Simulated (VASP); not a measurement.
Set up this calculation in VASP 6.6.1, as the native input.

```
Task                   : single point
Functional             : PBEsol
Potentials or basis    : VASP PAW PBE potentials, release 64 (In_d)
Cutoff                 : 520 eV
k mesh                 : 18 × 18 × 18
Occupations            : gaussian, width 0.1 eV
Spin                   : no spin polarisation
Dipole correction      : no
Further INCAR settings : ALGO = Fast; EDIFF = 1e-06; NBANDS = 12
```

The structure of In lies in POSCAR:

```
In
1.0
   -1.6541812445      1.6541812445      2.3382045731
    1.6541812445     -1.6541812445      2.3382045731
    1.6541812445      1.6541812445     -2.3382045731
In
1
Direct
    0.0000000000      0.0000000000      0.0000000000
```

This isn't the form of In at room conditions, which is tetragonal.

The input as run:

INCAR

```
ALGO = Fast
EDIFF = 1E-6
ENCUT = 520
GGA = PS
ISIF = 2
ISMEAR = 0
LASPH = True
LCHARG = True
LELF = True
LREAL = False
LVHAR = True
LWAVE = False
NBANDS = 12
NELM = 100
PREC = Accurate
SIGMA = 0.1
```

KPOINTS

```
k-points
0
Gamma
  18 18 18
```

Potentials or basis: VASP PAW PBE potentials, release 64 (In_d).

Run with:

```sh
$ cat potpaw_PBE.64/In_d/POTCAR > POTCAR
$ mpirun -np 1 vasp_std > vasp.out
```

Results of the run:

```yaml
Pressure: 0.0 GPa
Band_gap_on_the_k_mesh: zero (an odd number of electrons rules out a gap without spin polarisation)
```

Caveat: the PAW data sets were made with another functional, which shifts forces and pressure a little; spin-orbit coupling is left out, which moves the levels of the heavy elements.

It took 75 s on 1 thread of Intel(R) Xeon(R) 6975P-C (Granite Rapids), with other jobs on the host, peak memory 0.26 GiB.
